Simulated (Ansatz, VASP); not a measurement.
**Sb in VASP and in Ansatz**

```xyz
1
Lattice="-1.8595 1.8595 1.8595 1.8595 -1.8595 1.8595 1.8595 1.8595 -1.8595" Properties=species:S:1:pos:R:3 pbc="T T T"
Sb    0.0000    0.0000    0.0000
```

Alike in both runs: functional LDA; k mesh 10 × 10 × 10; no spin polarisation.

Ansatz relaxed the structure, and its values are those at the end. VASP's run is a single point on that final structure, the one shown.

|  | VASP | Ansatz |
| --- | --- | --- |
| version | VASP 6.6.1 | Ansatz 0.2.0 |
| potentials or method | VASP PAW LDA potentials, release 64 (Sb), cutoff 520 eV | plane waves, PAW |
| occupations | fermi-dirac, width 0.1 eV | fermi-dirac |
| valence electrons in the cell | 5 | 15 |

VASP gave:

```
pressure (GPa) : 0.1
```

**Question.** Estimate Ansatz's values.

**Answer.** Pressure (GPa): 0.0.

LDA's correlation is that of Perdew and Zunger in VASP and of Perdew and Wang (1992) in Ansatz. VASP's potentials hold 5 valence electrons a cell and Ansatz's 15, so a difference there can come from the potentials and not from the codes.

Spin-orbit coupling is off throughout.
